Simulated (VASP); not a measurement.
# Ba4Er (R3m) in VASP: further runs

The runs below take Ba4Er through single point, with PBE.

Everything below comes from runs of VASP 6.6.1. Logs are shortened: lines on timing, memory, paths and dates and some standing lists are left out, and cuts for length are marked.

**1. The cell of the first run**

The structure is trigonal, space group R3m (No. 160). Conventional cell: a = 8.120 Å, b = 8.120 Å, c = 14.948 Å, α = 90.00°, β = 90.00°, γ = 120.00°. Within 5.1 Å of Ba (site symmetry m) lie 3 Er at 3.89 to 4.46 Å and 7 Ba at 4.00 to 4.42 Å. Ba (site symmetry 3m) has 1 Er at 3.59 Å and 9 Ba at 4.02 to 4.42 Å within 4.7 Å. Within 4.7 Å of Er (site symmetry 3m) lie 10 Ba at 3.59 to 4.46 Å.

The cell was generated, and may not be a known phase.

**2. Single point, PBE**

Contents of INCAR:

```
SYSTEM = Ba4Er
PREC = Accurate
ENCUT = 500
EDIFF = 1E-6
ISMEAR = 0
SIGMA = 0.1
LREAL = .FALSE.
LASPH = .TRUE.
NELM = 200
ALGO = Normal
ISIF = 2
LWAVE = .FALSE.
LCHARG = .FALSE.
GGA = PE
NBANDS = 32
GGA_COMPAT = .FALSE.
LMAXMIX = 6
```

Contents of KPOINTS:

```
Automatic mesh
0
G
  6 6 6
  0 0 0
```

Contents of POSCAR:

```
Ba4Er
1.0
    4.0598745158      2.3439696446      4.9825114941
   -4.0598745158      2.3439696446      4.9825114941
    0.0000000000     -4.6879392892      4.9825114941
Ba Er
4 1
Direct
    0.5229279650      0.0157664715      0.5229279650
    0.5229279650      0.5229279650      0.0157664715
    0.0157664715      0.5229279650      0.5229279650
    0.1368907097      0.1368907097      0.1368907097
    0.8968018886      0.8968018886      0.8968018886
```

Potentials or basis: VASP PAW PBE potentials, release 64 (Ba_sv, Er_3), 4f in core.

Command:

```bash
$ cat potpaw_PBE.64/Ba_sv/POTCAR potpaw_PBE.64/Er_3/POTCAR > POTCAR
$ mpirun -np 1 vasp_std > vasp.out
```

OUTCAR:

```text
SYSTEM = Ba4Er
   PREC = Accurate
   ENCUT = 500
   EDIFF = 1E-6
   ISMEAR = 0
   LREAL = .FALSE.
   LASPH = .TRUE.
   NELM = 200
   ISIF = 2
   GGA = PE

 ion  position               nearest neighbor table
   1  0.523  0.016  0.523-   5 3.89   3 4.00   2 4.00   4 4.02   3 4.12   2 4.12   4 4.42   4 4.42

   2  0.523  0.523  0.016-   5 3.89   3 4.00   1 4.00   4 4.02   1 4.12   3 4.12   4 4.42   4 4.42

   3  0.016  0.523  0.523-   5 3.89   1 4.00   2 4.00   4 4.02   1 4.12   2 4.12   4 4.42   4 4.42

   4  0.137  0.137  0.137-   5 3.59   3 4.02   1 4.02   2 4.02   2 4.42   2 4.42   1 4.42   3 4.42
                             1 4.42   3 4.42
   5  0.897  0.897  0.897-   4 3.59   3 3.89   1 3.89   2 3.89

  LATTYP: Found a trigonal (rhomboedric) cell.
 ALAT       =     6.8412130187
 COS(alpha) =     0.2956492368

  Lattice vectors:

 A1 = (   4.0598745158,   2.3439696446,   4.9825114941)
 A2 = (  -4.0598745158,   2.3439696446,   4.9825114941)
 A3 = (   0.0000000000,  -4.6879392892,   4.9825114941)

Analysis of symmetry for initial positions (statically):
=====================================================================
 Subroutine PRICEL returns:
 Original cell was already a primitive cell.

 Routine SETGRP: Setting up the symmetry group for a
 trigonal (rhombohedral) supercell.

 Subroutine GETGRP returns: Found  6 space group operations
 (whereof  6 operations were pure point group operations)
 out of a pool of 12 trial point group operations.

The static configuration has the point symmetry C_3v.

Analysis of symmetry for dynamics (positions and initial velocities):
=====================================================================
 Subroutine PRICEL returns:
 Original cell was already a primitive cell.

 Routine SETGRP: Setting up the symmetry group for a
 trigonal (rhombohedral) supercell.

 Subroutine GETGRP returns: Found  6 space group operations
 (whereof  6 operations were pure point group operations)
 out of a pool of 12 trial point group operations.

The dynamic configuration has the point symmetry C_3v.

 Subroutine INISYM returns: Found  6 space group operations
 (whereof  6 operations are pure point group operations),
 and found     1 'primitive' translations

----------------------------------------------------------------------------------------

                                     Primitive cell

  volume of cell :     284.4881

  direct lattice vectors                    reciprocal lattice vectors
     4.059874516  2.343969645  4.982511494     0.123156516  0.071104448  0.066900665
    -4.059874516  2.343969645  4.982511494    -0.123156516  0.071104448  0.066900665
     0.000000000 -4.687939289  4.982511494     0.000000000 -0.142208895  0.066900665

  length of vectors
     6.841213019  6.841213019  6.841213019     0.157159374  0.157159374  0.157159374

  position of ions in fractional coordinates (direct lattice)
     0.522927965  0.015766472  0.522927965
     0.522927965  0.522927965  0.015766472
     0.015766472  0.522927965  0.522927965
     0.136890710  0.136890710  0.136890710
     0.896801889  0.896801889  0.896801889

  ion indices of the primitive-cell ions
   primitive index   ion index
                 1           1
                 2           2
                 3           3
                 4           4
                 5           5

----------------------------------------------------------------------------------------

 KPOINTS: Automatic mesh

Automatic generation of k-mesh.
 Grid dimensions read from file:
 generate k-points for:    6    6    6

 Generating k-lattice:

  Cartesian coordinates                     Fractional coordinates (reciprocal lattice)
     0.020526086  0.011850741  0.011150111     0.166666667  0.000000000 -0.000000000
    -0.020526086  0.011850741  0.011150111     0.000000000  0.166666667 -0.000000000
     0.000000000 -0.023701483  0.011150111    -0.000000000 -0.000000000  0.166666667

  Length of vectors
     0.026193229  0.026193229  0.026193229

  Shift w.r.t. Gamma in fractional coordinates (k-lattice)
     0.000000000  0.000000000  0.000000000

 Subroutine IBZKPT returns following result:
 ===========================================

 Found     32 irreducible k-points:

 Following reciprocal coordinates:
            Coordinates               Weight
  0.000000  0.000000  0.000000      1.000000
  0.166667  0.000000  0.000000      6.000000
  0.333333  0.000000  0.000000      6.000000
  0.500000 -0.000000  0.000000      3.000000
  0.166667  0.166667  0.000000      6.000000
  0.333333  0.166667  0.000000     12.000000
[... 16 lines left out ...]
  0.500000  0.500000  0.166667      6.000000
 -0.333333  0.500000  0.166667     12.000000
 [... further k-points ...]
   k-points           NKPTS =     32   k-points in BZ     NKDIM =     32   number of bands    NBANDS=     32
   number of dos      NEDOS =    301   number of ions     NIONS =      5
   total plane-waves  NPLWV = 125000
   dimension x,y,z NGX =    50 NGY =   50 NGZ =   50
   dimension x,y,z NGXF=   100 NGYF=  100 NGZF=  100
   ions per type =               4   1
   NGX,Y,Z   is equivalent  to a cutoff of  12.15, 12.15, 12.15 a.u.
   NGXF,Y,Z  is equivalent  to a cutoff of  24.30, 24.30, 24.30 a.u.
 SYSTEM =  Ba4Er
   PREC   = accura    normal or accurate (medium, high low for compatibility)
   ISTART =      0    job   : 0-new  1-cont  2-samecut
   ICHARG =      2    charge: 1-file 2-atom 10-const
   ISPIN  =      1    spin polarized calculation?
   LNONCOLLINEAR =      F non collinear calculations
   LSORBIT =      F    spin-orbit coupling
   LASPH  =      T    aspherical Exc in radial PAW
   ENCUT  =  500.0 eV  36.75 Ry    6.06 a.u.  12.47 12.47 12.47*2*pi/ulx,y,z
   NELM   =    200;   NELMIN=  2; NELMDL= -5     # of ELM steps
   EDIFF  = 0.1E-05   stopping-criterion for ELM
   LREAL  =      F    real-space projection
   EDIFFG = 0.1E-04   stopping-criterion for IOM
   NSW    =      0    number of steps for IOM
   IBRION =     -1    ionic relax: 0-MD 1-quasi-New 2-CG
   NFREE  =      0    steps in history (QN), initial steepest desc. (CG)
   ISIF   =      2    stress and relaxation
   ISYM   =      2    0-nonsym 1-usesym 2-fastsym
   POTIM  = 0.5000    time-step for ionic-motion
   TEBEG  =    0.0;   TEEND  =   0.0 temperature during run
   PSTRESS=    0.0 pullay stress
   NELECT =      49.0000    total number of electrons
   NUPDOWN=      -1.0000    fix difference up-down
   EMIN   =  10.00;   EMAX   =-10.00  energy-range for DOS
   EFERMI =   0.00;   METHOD = LEGACY
   ISMEAR =     0;   SIGMA  =   0.10  broadening in eV -4-tet -1-fermi 0-gaus
   EFERMI_NEDOS =   21; number of points for ismear=-14 and -15
   IALGO  =     38    algorithm
   IMIX   =      4    mixing-type and parameters
     AMIX     =   0.40;   BMIX     =  1.00
     AMIX_MAG =   1.60;   BMIX_MAG =  1.00
  volume/ion in A,a.u.               =      56.90       383.96
  Fermi-wavevector in a.u.,A,eV,Ry     =   0.910861  1.721278 11.288317  0.829668
  Thomas-Fermi vector in A             =   2.035073
   LORBIT       =      0    0 simple, 1 ext, 2 COOP (PROOUT), +10 PAW based schemes
   GGA     = PE    functional components
   LHFCALC =     F    Hartree Fock is set to
   AEXX    =    0.0000 exact exchange contribution
   IVDW    =     0    specifies the selected vdW correction
   LEPSILON=     F    determine dielectric tensor
   LRPA    =     F    only Hartree local field effects (RPA)
 non-spin polarized calculation
 Gauss-broadening in eV      SIGMA  =   0.10
  energy-cutoff  :      500.00
  volume of cell :      284.49
 maximum number of plane-waves:      7287
 NGX is ok and might be reduce to    50
   NGX = 25   NGY = 25   NGZ = 25

 number of electron      49.0000002 magnetization

 Free energy of the ion-electron system (eV)
  ---------------------------------------------------
  ext. energy  EPLUGINS =         0.00000000
  ---------------------------------------------------
  free energy    TOTEN  =       -10.41050679 eV

  energy without entropy =      -10.35872293  energy(sigma->0) =      -10.38461486

 E-fermi :   1.7209     XC(G=0):  -7.6607

 val. band max:        1.7166354455   @ k =   0.5000   0.5000   0.0000
 cond. band min:       1.7214588430   @ k =   0.5000   0.1667   0.1667
 fundamental gap:      0.0048233975
 Fermi energy:         1.7208578871

 k-point     1 :       0.0000    0.0000    0.0000
  band No.  band energies     occupation
      1     -26.9835      2.00000
      2     -26.8990      2.00000
      3     -26.8990      2.00000
      4     -26.8964      2.00000
      5     -24.3824      2.00000
      6     -24.3824      2.00000
[... 24 lines left out ...]
     31       2.7964      0.00000
     32       3.3174      0.00000

 k-point     2 :       0.1667    0.0000    0.0000
  band No.  band energies     occupation
      1     -26.9786      2.00000
      2     -26.9072      2.00000
      3     -26.8990      2.00000
      4     -26.8934      2.00000
      5     -24.3824      2.00000
      6     -24.3824      2.00000
[... 24 lines left out ...]
     31       2.8047      0.00000
     32       3.0969      0.00000

 k-point     3 :       0.3333    0.0000    0.0000
  band No.  band energies     occupation
      1     -26.9654      2.00000
      2     -26.9221      2.00000
      3     -26.8990      2.00000
      4     -26.8919      2.00000
      5     -24.3825      2.00000
      6     -24.3823      2.00000
[... 24 lines left out ...]
     31       2.8164      0.00000
     32       2.8213      0.00000

 k-point     4 :       0.5000   -0.0000    0.0000
  band No.  band energies     occupation
      1     -26.9531      2.00000
      2     -26.9349      2.00000
      3     -26.8990      2.00000
      4     -26.8916      2.00000
      5     -24.3825      2.00000
      6     -24.3823      2.00000
[... 24 lines left out ...]
     31       2.8281      0.00000
     32       2.8788      0.00000

 k-point     5 :       0.1667    0.1667    0.0000
  band No.  band energies     occupation
      1     -26.9776      2.00000
      2     -26.9064      2.00000
      3     -26.8992      2.00000
      4     -26.8950      2.00000
      5     -24.3824      2.00000
      6     -24.3824      2.00000
[... 584 lines left out ...]
     31       2.8204      0.00000
     32       2.9393      0.00000

 k-point    22 :      -0.1667    0.3333    0.1667
  band No.  band energies     occupation
      1     -26.9556      2.00000
      2     -26.9275      2.00000
      3     -26.9019      2.00000
      4     -26.8938      2.00000
      5     -24.3824      2.00000
      6     -24.3823      2.00000
[... 24 lines left out ...]
     31       2.7405      0.00000
     32       2.9015      0.00000

 k-point    23 :       0.5000    0.5000    0.1667
  band No.  band energies     occupation
      1     -26.9568      2.00000
      2     -26.9194      2.00000
      3     -26.9027      2.00000
      4     -26.8998      2.00000
      5     -24.3825      2.00000
      6     -24.3824      2.00000
[... 24 lines left out ...]
     31       2.8779      0.00000
     32       3.0357      0.00000

 k-point    24 :      -0.3333    0.5000    0.1667
  band No.  band energies     occupation
      1     -26.9490      2.00000
      2     -26.9290      2.00000
      3     -26.9044      2.00000
      4     -26.8964      2.00000
      5     -24.3824      2.00000
      6     -24.3823      2.00000
[... 24 lines left out ...]
     31       2.8604      0.00000
     32       2.9521      0.00000

 [... further k-points ...]

------------------------ aborting loop because EDIFF is reached ----------------------------------------

  FORCE on cell =-STRESS in cart. coord.  units (eV):
  Direction    XX          YY          ZZ          XY          YZ          ZX
  --------------------------------------------------------------------------------------
  -------------------------------------------------------------------------------------
  Total        0.1403328      0.1403328      0.1897658      0.0000000      0.0000000      0.0000000
  in kB        0.7903249      0.7903249      1.0687210      0.0000000      0.0000000      0.0000000
  external PRESSURE =       0.8831236 kB  Pullay stress =       0.0000000 kB

 VOLUME and BASIS-vectors are now :
 -----------------------------------------------------------------------------
  energy-cutoff  :      500.00
  volume of cell :      284.49
      direct lattice vectors                 reciprocal lattice vectors
     4.059874516  2.343969645  4.982511494     0.123156516  0.071104448  0.066900665
    -4.059874516  2.343969645  4.982511494    -0.123156516  0.071104448  0.066900665
     0.000000000 -4.687939289  4.982511494     0.000000000 -0.142208895  0.066900665

 POSITION                                       TOTAL-FORCE (eV/Angst)
 -----------------------------------------------------------------------------------
      2.05901     -1.18877      5.28955        -0.000736      0.000425     -0.004892
      0.00000      2.37754      5.28955         0.000000     -0.000850     -0.004892
     -2.05901     -1.18877      5.28955         0.000736      0.000425     -0.004892
      0.00000      0.00000      2.04618         0.000000      0.000000      0.008602
      0.00000      0.00000     13.40498         0.000000     -0.000000      0.006073
 -----------------------------------------------------------------------------------
    total drift:                                0.000000     -0.000000      0.000444

  FREE ENERGIE OF THE ION-ELECTRON SYSTEM (eV)
  ---------------------------------------------------
  free  energy   TOTEN  =       -10.4105067876 eV

  energy  without entropy=      -10.3587229262  energy(sigma->0) =      -10.38461486
```

It took 3.8 min on 1 thread of Intel Xeon 6975P-C (Granite Rapids), shared host; peak memory 0.49 GiB.

What came out:

* Free energy: -10.4105 eV
* Pressure: 0.1 GPa
* Largest force: 0.009 eV/Å
* Band gap on the k mesh: zero (an odd number of electrons rules out a gap without spin polarisation)

Forces on the atoms (eV/Å):
```
Ba  -0.001  0.000 -0.005
Ba   0.000 -0.001 -0.005
Ba   0.001  0.000 -0.005
Ba   0.000  0.000  0.009
Er   0.000  0.000  0.006
```

Caveat: spin-orbit coupling is left out, which moves the levels of the heavy elements; the 4f electrons are frozen in the core, so they carry no moment and show no levels. Spin polarisation is off, so any magnetic state and its effect on volume and gap are missing.

**3. Single point, PBE**

Contents of INCAR:

```
PREC = Accurate
ENCUT = 500
EDIFF = 1E-6
ISMEAR = 0
SIGMA = 0.1
LREAL = False
LASPH = True
NELM = 200
ALGO = Normal
ISIF = 2
LWAVE = False
LCHARG = False
GGA = PE
NBANDS = 32
GGA_COMPAT = False
LMAXMIX = 6
```

Contents of KPOINTS:

```
regular mesh
0
Gamma
  6 6 6
```

POSCAR is that of step 2.

Potentials or basis: VASP PAW PBE potentials, release 64 (Ba_sv, Er_3), 4f in core.

Command:

```bash
$ cat potpaw_PBE.64/Ba_sv/POTCAR potpaw_PBE.64/Er_3/POTCAR > POTCAR
$ mpirun -np 1 vasp_std > vasp.out
```

Wall time 4.2 min (1 thread of Intel Xeon 6975P-C (Granite Rapids), shared host); peak memory 0.49 GiB.

Results (log left out):

* Free energy: -10.4105 eV
* Pressure: 0.1 GPa
* Largest force: 0.009 eV/Å
* Band gap on the k mesh: zero (an odd number of electrons rules out a gap without spin polarisation)

Forces in eV/Å, atoms in the order of the input:
```
Ba  -0.001  0.000 -0.005
Ba   0.000 -0.001 -0.005
Ba   0.001  0.000 -0.005
Ba   0.000  0.000  0.009
Er   0.000  0.000  0.006
```

Levels at points of the mesh, in eV from the Fermi level:
| k point | band 22 | band 23 | band 24 | band 25 | band 26 | band 27 |
| --- | --- | --- | --- | --- | --- | --- |
| (0.00, 0.00, 0.00) | -0.70 | -0.70 | -0.67 | 0.28 | 0.28 | 0.46 |
| (0.50, 0.00, 0.00) | -0.58 | -0.32 | -0.12 | -0.03 | 0.02 | 0.33 |
| (0.50, 0.50, 0.00) | -0.63 | -0.47 | -0.26 | 0.00 | 0.20 | 0.34 |
| (0.50, 0.50, 0.50) | -0.77 | -0.64 | -0.64 | 0.46 | 0.46 | 0.50 |

Caveat: spin-orbit coupling is left out, which moves the levels of the heavy elements; the 4f electrons are frozen in the core, so they carry no moment and show no levels. Spin polarisation is off, so any magnetic state and its effect on volume and gap are missing.
